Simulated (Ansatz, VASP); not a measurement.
GaAs in VASP and in Ansatz

The input INCAR:

```
PREC = Accurate
ENCUT = 520
EDIFF = 1E-7
ISMEAR = -1
SIGMA = 0.1
LREAL = False
LASPH = True
NELM = 60
ALGO = Normal
ISIF = 2
LWAVE = False
LCHARG = False
NBANDS = 16
```

KPOINTS

```
regular mesh
0
Gamma
  13 13 13
```

File POSCAR:

```
GaAs
1.0
    0.0000000000      2.5753552641      2.5753552641
    2.5753552641      0.0000000000      2.5753552641
    2.5753552641      2.5753552641      0.0000000000
Ga As
1 1
Direct
    0.0000000000      0.0000000000      0.0000000000
    0.5000000000      0.5000000000      0.5000000000
```

Input for Ansatz:

```yaml
crystal:
  lattice:
    - [0.0, 2.5753552641, 2.5753552641]
    - [2.5753552641, 0.0, 2.5753552641]
    - [2.5753552641, 2.5753552641, 0.0]
  atoms:
    - { symbol: Ga, position: [0.0, 0.0, 0.0] }
    - { symbol: As, position: [0.5, 0.5, 0.5] }
kpoints:
  mp_grid: { grid: [13, 13, 13] }
scf:
  occupations: { method: fermi_dirac, width: 0.1 }
hamiltonian:
  xc: lda
  pseudopotentials: { kind: paw }
output:
  forces: true
  stress: true
  eigenvalues: true
  populations: true
```

Change from the starting cell: volume scaled by 0.94, PAW files.

Alike in both runs: task single point; functional LDA; k mesh 13 × 13 × 13; occupations fermi-dirac, width 0.1 eV; no spin polarisation.

|  | VASP | Ansatz |
| --- | --- | --- |
| version | VASP 6.6.1 | Ansatz 0.2.0 |
| potentials or method | VASP PAW LDA potentials, release 64 (Ga_d, As) | PAW with Ansatz's default frozen-core files, scalar-relativistic |
| plane-wave cutoff (eV) | 520 | 420 |
| valence electrons in the cell | 18 | 28 |

|  | VASP | Ansatz | Ansatz less VASP |
| --- | --- | --- | --- |
| pressure (GPa) | 6.7 | 6.2 | -0.45 |

LDA's correlation is that of Perdew and Zunger in VASP and of Perdew and Wang (1992) in Ansatz. VASP's potentials hold 18 valence electrons a cell and Ansatz's 28, so a difference there can come from the potentials and not from the codes.
